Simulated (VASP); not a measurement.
# Os (P6_3/mmc) in VASP: further runs

The runs below take Os through single point, with PBEsol+D3(BJ), HSE06.

Everything below comes from runs of VASP 6.6.1. Logs are shortened: lines on timing, memory, paths and dates and some standing lists are left out, and cuts for length are marked.

**1. The cell of the first run**

It takes space group P6_3/mmc (No. 194, hexagonal). Conventional cell: a = 2.697 Å, b = 2.697 Å, c = 4.261 Å, α = 90.00°, β = 90.00°, γ = 120.00°. Os (site symmetry -6m2) has 12 Os at 2.64 to 2.70 Å within 3.5 Å.

**2. Single point, PBEsol+D3(BJ)**

The input, INCAR:

```
ALGO = Normal
EDIFF = 1E-6
ENCUT = 560
GGA = PS
GGA_COMPAT = F
ISIF = 2
ISMEAR = -1
IVDW = 12
LASPH = T
LCHARG = F
LREAL = F
LWAVE = F
NBANDS = 23
NELM = 120
PREC = Accurate
SIGMA = 0.05
```

The input, KPOINTS:

```
k-points
0
Gamma
  11 11 6
```

The input, POSCAR:

```
Os
1.0
    2.6971481730      0.0000000000      0.0000000000
   -1.3485740865      2.3357988356      0.0000000000
    0.0000000000      0.0000000000      4.2613185190
Os
2
Direct
    0.6666666667      0.3333333333      0.7500000000
    0.3333333333      0.6666666667      0.2500000000
```

Potentials or basis: VASP PAW PBE potentials, release 64 (Os_sv_GW).

Command:

```
> cat potpaw_PBE.64/Os_sv_GW/POTCAR > POTCAR
> mpirun -np 1 vasp_std > vasp.out
```

OUTCAR:

```text
EDIFF = 1E-6
   ENCUT = 560
   GGA = PS
   ISIF = 2
   ISMEAR = -1
   IVDW = 12
   LASPH = T
   LREAL = F
   NELM = 120
   PREC = Accurate
 IVDW          = 12

 ion  position               nearest neighbor table
   1  0.667  0.333  0.750-   2 2.64   2 2.64   2 2.64   2 2.64   2 2.64   2 2.64
   2  0.333  0.667  0.250-   1 2.64   1 2.64   1 2.64   1 2.64   1 2.64   1 2.64

  LATTYP: Found a hexagonal cell.
 ALAT       =     2.6971481730
 C/A-ratio  =     1.5799348963

  Lattice vectors:

 A1 = (   2.6971481730,   0.0000000000,   0.0000000000)
 A2 = (  -1.3485740865,   2.3357988356,   0.0000000000)
 A3 = (   0.0000000000,   0.0000000000,   4.2613185190)

Analysis of symmetry for initial positions (statically):
=====================================================================
 Subroutine PRICEL returns:
 Original cell was already a primitive cell.

 Routine SETGRP: Setting up the symmetry group for a
 hexagonal supercell.

 Subroutine GETGRP returns: Found 24 space group operations
 (whereof 12 operations were pure point group operations)
 out of a pool of 24 trial point group operations.

The static configuration has the point symmetry D_3d.
 The point group associated with its full space group is D_6h.

Analysis of symmetry for dynamics (positions and initial velocities):
=====================================================================
 Subroutine PRICEL returns:
 Original cell was already a primitive cell.

 Routine SETGRP: Setting up the symmetry group for a
 hexagonal supercell.

 Subroutine GETGRP returns: Found 24 space group operations
 (whereof 12 operations were pure point group operations)
 out of a pool of 24 trial point group operations.

The dynamic configuration has the point symmetry D_3d.
 The point group associated with its full space group is D_6h.

 Subroutine INISYM returns: Found 24 space group operations
 (whereof 12 operations are pure point group operations),
 and found     1 'primitive' translations

----------------------------------------------------------------------------------------

                                     Primitive cell

  volume of cell :      26.8463

  direct lattice vectors                    reciprocal lattice vectors
     2.697148173  0.000000000  0.000000000     0.370761981  0.214059530  0.000000000
    -1.348574086  2.335798836  0.000000000     0.000000000  0.428119059  0.000000000
     0.000000000  0.000000000  4.261318519     0.000000000  0.000000000  0.234669151

  length of vectors
     2.697148173  2.697148173  4.261318519     0.428119059  0.428119059  0.234669151

  position of ions in fractional coordinates (direct lattice)
     0.666666667  0.333333333  0.750000000
     0.333333333  0.666666667  0.250000000

  ion indices of the primitive-cell ions
   primitive index   ion index
                 1           1
                 2           2

----------------------------------------------------------------------------------------

 KPOINTS: k-points

Automatic generation of k-mesh.
 Grid dimensions read from file:
 generate k-points for:   11   11    6

 Generating k-lattice:

  Cartesian coordinates                     Fractional coordinates (reciprocal lattice)
     0.033705635  0.019459957  0.000000000     0.090909091 -0.000000000  0.000000000
     0.000000000  0.038919914  0.000000000     0.000000000  0.090909091  0.000000000
     0.000000000  0.000000000  0.039111525     0.000000000  0.000000000  0.166666667

  Length of vectors
     0.038919914  0.038919914  0.039111525

  Shift w.r.t. Gamma in fractional coordinates (k-lattice)
     0.000000000  0.000000000  0.000000000

 Subroutine IBZKPT returns following result:
 ===========================================

 Found     64 irreducible k-points:

 Following reciprocal coordinates:
            Coordinates               Weight
  0.000000  0.000000  0.000000      1.000000
  0.090909 -0.000000  0.000000      6.000000
  0.181818 -0.000000  0.000000      6.000000
  0.272727 -0.000000  0.000000      6.000000
  0.363636 -0.000000  0.000000      6.000000
  0.454545 -0.000000  0.000000      6.000000
[... 16 lines left out ...]
  0.090909  0.090909  0.166667     12.000000
  0.181818  0.090909  0.166667     24.000000
 [... further k-points ...]
   k-points           NKPTS =     64   k-points in BZ     NKDIM =     64   number of bands    NBANDS=     23
   number of dos      NEDOS =    301   number of ions     NIONS =      2
   total plane-waves  NPLWV =  20736
   dimension x,y,z NGX =    24 NGY =   24 NGZ =   36
   dimension x,y,z NGXF=    48 NGYF=   48 NGZF=   72
   ions per type =               2
   NGX,Y,Z   is equivalent  to a cutoff of  14.79, 14.79, 14.04 a.u.
   NGXF,Y,Z  is equivalent  to a cutoff of  29.59, 29.59, 28.09 a.u.
 SYSTEM =  unknown system
   PREC   = accura    normal or accurate (medium, high low for compatibility)
   ISTART =      0    job   : 0-new  1-cont  2-samecut
   ICHARG =      2    charge: 1-file 2-atom 10-const
   ISPIN  =      1    spin polarized calculation?
   LNONCOLLINEAR =      F non collinear calculations
   LSORBIT =      F    spin-orbit coupling
   LASPH  =      T    aspherical Exc in radial PAW
   ENCUT  =  560.0 eV  41.16 Ry    6.42 a.u.   5.20  5.20  8.22*2*pi/ulx,y,z
   NELM   =    120;   NELMIN=  2; NELMDL= -5     # of ELM steps
   EDIFF  = 0.1E-05   stopping-criterion for ELM
   LREAL  =      F    real-space projection
   EDIFFG = 0.1E-04   stopping-criterion for IOM
   NSW    =      0    number of steps for IOM
   IBRION =     -1    ionic relax: 0-MD 1-quasi-New 2-CG
   NFREE  =      0    steps in history (QN), initial steepest desc. (CG)
   ISIF   =      2    stress and relaxation
   ISYM   =      2    0-nonsym 1-usesym 2-fastsym
   POTIM  = 0.5000    time-step for ionic-motion
   TEBEG  =    0.0;   TEEND  =   0.0 temperature during run
   PSTRESS=    0.0 pullay stress
   NELECT =      32.0000    total number of electrons
   NUPDOWN=      -1.0000    fix difference up-down
   EMIN   =  10.00;   EMAX   =-10.00  energy-range for DOS
   EFERMI =   0.00;   METHOD = LEGACY
   ISMEAR =    -1;   SIGMA  =   0.05  broadening in eV -4-tet -1-fermi 0-gaus
   EFERMI_NEDOS =   21; number of points for ismear=-14 and -15
   IALGO  =     38    algorithm
   IMIX   =      4    mixing-type and parameters
     AMIX     =   0.40;   BMIX     =  1.00
     AMIX_MAG =   1.60;   BMIX_MAG =  1.00
  volume/ion in A,a.u.               =      13.42        90.58
  Fermi-wavevector in a.u.,A,eV,Ry     =   1.735788  3.280164 40.993821  3.012961
  Thomas-Fermi vector in A             =   2.809327
   LORBIT       =      0    0 simple, 1 ext, 2 COOP (PROOUT), +10 PAW based schemes
   GGA     = PS    functional components
   LHFCALC =     F    Hartree Fock is set to
   AEXX    =    0.0000 exact exchange contribution
   IVDW    =    12    specifies the selected vdW correction
   LEPSILON=     F    determine dielectric tensor
   LRPA    =     F    only Hartree local field effects (RPA)
 non-spin polarized calculation
  energy-cutoff  :      560.00
  volume of cell :       26.85
 maximum number of plane-waves:       825
 NGX is ok and might be reduce to    24
   NGX = 11   NGY = 11   NGZ = 17

 number of electron      31.9999999 magnetization

 Free energy of the ion-electron system (eV)
  ---------------------------------------------------
  ext. energy  EPLUGINS =         0.00000000
  ---------------------------------------------------
  free energy    TOTEN  =       -26.68530729 eV

  energy without entropy =      -26.67298326  energy(sigma->0) =      -26.67914528

 E-fermi :  14.3634     XC(G=0): -15.0088

 val. band max:       14.3502320754   @ k =   0.0909  -0.0000   0.3333
 cond. band min:      14.4237156767   @ k =   0.3636   0.0909   0.3333
 fundamental gap:      0.0734836013
 Fermi energy:        14.3633649174

 k-point     1 :       0.0000    0.0000    0.0000
  band No.  band energies     occupation
      1     -72.3405      2.00000
      2     -72.2017      2.00000
      3     -32.3920      2.00000
      4     -31.3056      2.00000
      5     -31.3056      2.00000
      6     -31.1020      2.00000
[... 15 lines left out ...]
     22      27.6704      0.00000
     23      30.1627      0.00000

 k-point     2 :       0.0909   -0.0000    0.0000
  band No.  band energies     occupation
      1     -72.3326      2.00000
      2     -72.1984      2.00000
      3     -32.3591      2.00000
      4     -31.3749      2.00000
      5     -31.3289      2.00000
      6     -31.1750      2.00000
[... 15 lines left out ...]
     22      28.4134      0.00000
     23      30.6087      0.00000

 k-point     3 :       0.1818   -0.0000    0.0000
  band No.  band energies     occupation
      1     -72.3105      2.00000
      2     -72.1909      2.00000
      3     -32.2668      2.00000
      4     -31.5612      2.00000
      5     -31.3899      2.00000
      6     -31.3650      2.00000
[... 15 lines left out ...]
     22      29.9511      0.00000
     23      30.9986      0.00000

 k-point     4 :       0.2727   -0.0000    0.0000
  band No.  band energies     occupation
      1     -72.2803      2.00000
      2     -72.1826      2.00000
      3     -32.1298      2.00000
      4     -31.8039      2.00000
      5     -31.6039      2.00000
      6     -31.4656      2.00000
[... 15 lines left out ...]
     22      28.1679      0.00000
     23      29.5312      0.00000

 k-point     5 :       0.3636   -0.0000    0.0000
  band No.  band energies     occupation
      1     -72.2494      2.00000
      2     -72.1778      2.00000
      3     -32.0250      2.00000
      4     -31.9746      2.00000
      5     -31.8136      2.00000
      6     -31.5325      2.00000
[... 434 lines left out ...]
 k-point    22 :       0.4545   -0.0000    0.1667
  band No.  band energies     occupation
      1     -72.2243      2.00000
      2     -72.1816      2.00000
      3     -32.2233      2.00000
      4     -32.0104      2.00000
      5     -31.7319      2.00000
      6     -31.5495      2.00000
[... 15 lines left out ...]
     22      25.8830      0.00000
     23      27.3870      0.00000

 k-point    23 :       0.0909    0.0909    0.1667
  band No.  band energies     occupation
      1     -72.3093      2.00000
      2     -72.2016      2.00000
      3     -32.2312      2.00000
      4     -31.4641      2.00000
      5     -31.4104      2.00000
      6     -31.3201      2.00000
[... 15 lines left out ...]
     22      29.0624      0.00000
     23      31.2151      0.00000

 k-point    24 :       0.1818    0.0909    0.1667
  band No.  band energies     occupation
      1     -72.2844      2.00000
      2     -72.1924      2.00000
      3     -32.1507      2.00000
      4     -31.6495      2.00000
      5     -31.5928      2.00000
      6     -31.4126      2.00000
[... 15 lines left out ...]
     22      29.7538      0.00000
     23      30.5112      0.00000

 [... further k-points ...]

------------------------ aborting loop because EDIFF is reached ----------------------------------------

 Edisp (eV)   -1.39191

 E8    (eV) :    -0.9934

  FORCE on cell =-STRESS in cart. coord.  units (eV):
  Direction    XX          YY          ZZ          XY          YZ          ZX
  --------------------------------------------------------------------------------------
  -------------------------------------------------------------------------------------
  Total       0.99802     0.99802     1.22495    -0.00000     0.00000     0.00000
  in kB      59.56159    59.56159    73.10480    -0.00000     0.00000     0.00000
  external pressure =       64.08 kB  Pullay stress =        0.00 kB

 VOLUME and BASIS-vectors are now :
 -----------------------------------------------------------------------------
  energy-cutoff  :      560.00
  volume of cell :       26.85
      direct lattice vectors                 reciprocal lattice vectors
     2.697148173  0.000000000  0.000000000     0.370761981  0.214059530  0.000000000
    -1.348574086  2.335798836  0.000000000     0.000000000  0.428119059  0.000000000
     0.000000000  0.000000000  4.261318519     0.000000000  0.000000000  0.234669151

 POSITION                                       TOTAL-FORCE (eV/Angst)
 -----------------------------------------------------------------------------------
      1.34857      0.77860      3.19599        -0.000000      0.000000      0.000000
     -0.00000      1.55720      1.06533         0.000000     -0.000000      0.000000
 -----------------------------------------------------------------------------------
    total drift:                               -0.000000      0.000000     -0.000000

  FREE ENERGIE OF THE ION-ELECTRON SYSTEM (eV)
  ---------------------------------------------------
  free  energy   TOTEN  =       -28.0772206353 eV

  energy  without entropy=      -28.0648965980  energy(sigma->0) =      -28.07105862
```

Wall time 34 s (1 thread of Intel Xeon Platinum 8259CL at 2.50GHz (Skylake/Cascade Lake), shared host); peak memory 0.19 GiB.

What came out:

```yaml
Free_energy: -28.0772 eV
Pressure: 6.4 GPa
Band_gap_on_the_k_mesh: zero (bands 16 and 17 overlap by 4.17 eV)
Dispersion_energy_per_atom: -0.696 eV
```

Caveat: the cell stands under pressure; the PAW data sets were made with another functional, which shifts forces and pressure a little; spin-orbit coupling is left out, which moves the levels of the heavy elements.

**3. Single point, HSE06**

This run uses another cell than the first one, of 13.83 Å³/atom.

The input, POSCAR:

```
Os
1.0
    2.7311829517      0.0000000000      0.0000000000
   -1.3655914758      2.3652738185      0.0000000000
    0.0000000000      0.0000000000      4.2815655154
Os
2
Direct
    0.6666666667      0.3333333333      0.7500000000
    0.3333333333      0.6666666667      0.2500000000
```

The input, INCAR.step1:

```
PREC     = Accurate       # precision mode
ENCUT    = 420            # plane-wave cutoff, eV
EDIFF    = 1E-5           # SCF threshold, eV
ISMEAR   = -1             # smearing method
SIGMA    = 0.05           # smearing width, eV
LREAL    = False          # projectors in reciprocal space
LASPH    = True           # aspherical terms in the spheres
NELM     = 120            # most SCF steps
ALGO     = Normal         # electronic algorithm
ISIF     = 2              # what is computed and relaxed
LWAVE    = True           # write WAVECAR
LCHARG   = False          # write CHGCAR
NBANDS   = 23             # bands
GGA      = PE             # functional
GGA_COMPAT= False
```

The input, INCAR.step2:

```
PREC     = Accurate       # precision mode
ENCUT    = 420            # plane-wave cutoff, eV
EDIFF    = 1E-6           # SCF threshold, eV
ISMEAR   = -1             # smearing method
SIGMA    = 0.05           # smearing width, eV
LREAL    = False          # projectors in reciprocal space
LASPH    = True           # aspherical terms in the spheres
NELM     = 120            # most SCF steps
ALGO     = Normal         # electronic algorithm
ISIF     = 2              # what is computed and relaxed
LWAVE    = False          # write WAVECAR
LCHARG   = False          # write CHGCAR
GGA      = PE             # functional
LHFCALC  = True           # exact exchange
HFSCREEN = 0.2079         # screening, 1/A
PRECFOCK = Normal       
NBANDS   = 23             # bands
ISTART   = 1            
GGA_COMPAT= False
```

The input, KPOINTS:

```
Automatic mesh
0
Gamma
  6 6 3
```

Potentials or basis: VASP PAW PBE potentials, release 64 (Os_sv_GW).

Command:

```
> cat potpaw_PBE.64/Os_sv_GW/POTCAR > POTCAR
> cp INCAR.step1 INCAR
> mpirun -np 1 vasp_std > vasp.out
> cp INCAR.step2 INCAR
> mpirun -np 1 vasp_std > vasp.out
```

OUTCAR:

```text
PREC = Accurate
   ENCUT = 420
   EDIFF = 1E-6
   ISMEAR = -1
   LREAL = False
   LASPH = True
   NELM = 120
   ISIF = 2
   GGA = PE
   LHFCALC = True
   HFSCREEN = 0.2079
   PRECFOCK = Normal
   ISTART = 1

 ion  position               nearest neighbor table
   1  0.667  0.333  0.750-   2 2.66   2 2.66   2 2.66   2 2.66   2 2.66   2 2.66
   2  0.333  0.667  0.250-   1 2.66   1 2.66   1 2.66   1 2.66   1 2.66   1 2.66

  LATTYP: Found a hexagonal cell.
 ALAT       =     2.7311829517
 C/A-ratio  =     1.5676597252

  Lattice vectors:

 A1 = (   2.7311829517,   0.0000000000,   0.0000000000)
 A2 = (  -1.3655914758,   2.3652738185,   0.0000000000)
 A3 = (   0.0000000000,   0.0000000000,   4.2815655154)

Analysis of symmetry for initial positions (statically):
=====================================================================
 Subroutine PRICEL returns:
 Original cell was already a primitive cell.

[... 158 lines left out ...]

 Free energy of the ion-electron system (eV)
  ---------------------------------------------------
  ext. energy  EPLUGINS =         0.00000000
  ---------------------------------------------------
  free energy    TOTEN  =       -26.51637289 eV

  energy without entropy =      -26.51007794  energy(sigma->0) =      -26.51322541

 E-fermi :  13.7458     XC(G=0): -11.8992

 val. band max:       13.6910827066   @ k =   0.1667   0.1667   0.0000
 cond. band min:      13.8887920203   @ k =   0.1667   0.0000   0.3333
 fundamental gap:      0.1977093137
 Fermi energy:        13.7457657136

 k-point     1 :       0.0000    0.0000    0.0000
  band No.  band energies     occupation
      1     -77.2888      2.00000
      2     -77.1361      2.00000
      3     -36.0423      2.00000
      4     -34.9006      2.00000
      5     -34.9006      2.00000
      6     -34.6753      2.00000
[... 353 lines left out ...]
     22      26.0586      0.00000
     23      26.0586      0.00000

------------------------ aborting loop because EDIFF is reached ----------------------------------------

  FORCE on cell =-STRESS in cart. coord.  units (eV):
  Direction    XX          YY          ZZ          XY          YZ          ZX
  --------------------------------------------------------------------------------------
  -------------------------------------------------------------------------------------
  Total       -0.3188288     -0.3188288     -0.3587961     -0.0000000     -0.0000000      0.0000000
  in kB      -18.4685707    -18.4685707    -20.7837285     -0.0000000     -0.0000000      0.0000000
  external PRESSURE =     -19.2402900 kB  Pullay stress =       0.0000000 kB

 VOLUME and BASIS-vectors are now :
 -----------------------------------------------------------------------------
  energy-cutoff  :      420.00
  volume of cell :       27.66
      direct lattice vectors                 reciprocal lattice vectors
     2.731182952  0.000000000  0.000000000     0.366141711  0.211392016  0.000000000
    -1.365591476  2.365273818  0.000000000     0.000000000  0.422784031  0.000000000
     0.000000000  0.000000000  4.281565515     0.000000000  0.000000000  0.233559430

 POSITION                                       TOTAL-FORCE (eV/Angst)
 -----------------------------------------------------------------------------------
      1.36559      0.78842      3.21117         0.000000     -0.000000     -0.000000
     -0.00000      1.57685      1.07039        -0.000000      0.000000      0.000000
 -----------------------------------------------------------------------------------
    total drift:                               -0.000000      0.000000     -0.000000

  FREE ENERGIE OF THE ION-ELECTRON SYSTEM (eV)
  ---------------------------------------------------
  free  energy   TOTEN  =       -26.5163728854 eV

  energy  without entropy=      -26.5100779386  energy(sigma->0) =      -26.51322541
```

OUTCAR.step1:

```text
PREC = Accurate
   ENCUT = 420
   EDIFF = 1E-5
   ISMEAR = -1
   LREAL = False
[... 575 lines left out ...]
      1.36559      0.78842      3.21117         0.000000      0.000000      0.000000
     -0.00000      1.57685      1.07039        -0.000000     -0.000000      0.000000
 -----------------------------------------------------------------------------------
    total drift:                               -0.000000      0.000000     -0.000000

  FREE ENERGIE OF THE ION-ELECTRON SYSTEM (eV)
  ---------------------------------------------------
  free  energy   TOTEN  =       -24.5361502310 eV

  energy  without entropy=      -24.5268165424  energy(sigma->0) =      -24.53148339
```

Run time: 11 min. Hardware: 1 thread of Intel Xeon 6975P-C (Granite Rapids), shared host; peak memory 0.24 GiB.

What came out:

* Free energy: -26.5164 eV
* Pressure: -1.9 GPa
* Band gap on the k mesh: zero (bands 16 and 17 overlap by 4.55 eV)

Levels at points of the mesh, in eV from the Fermi level:
| k point | band 14 | band 15 | band 16 | band 17 | band 18 | band 19 |
| --- | --- | --- | --- | --- | --- | --- |
| (0.00, 0.00, 0.00) | -2.73 | -2.73 | -2.12 | -2.12 | -0.11 | 2.02 |
| (0.50, 0.00, 0.00) | -3.06 | -2.17 | 2.43 | 3.08 | 3.21 | 5.16 |

Caveat: the k points lie up to 0.49 Å⁻¹ apart, too coarse for converged energies and pressures of a metal; the PAW data sets were made with another functional, which shifts forces and pressure a little; spin-orbit coupling is left out, which moves the levels of the heavy elements.

The gap in the log of VASP goes by the Fermi energy; the results here count the filled bands.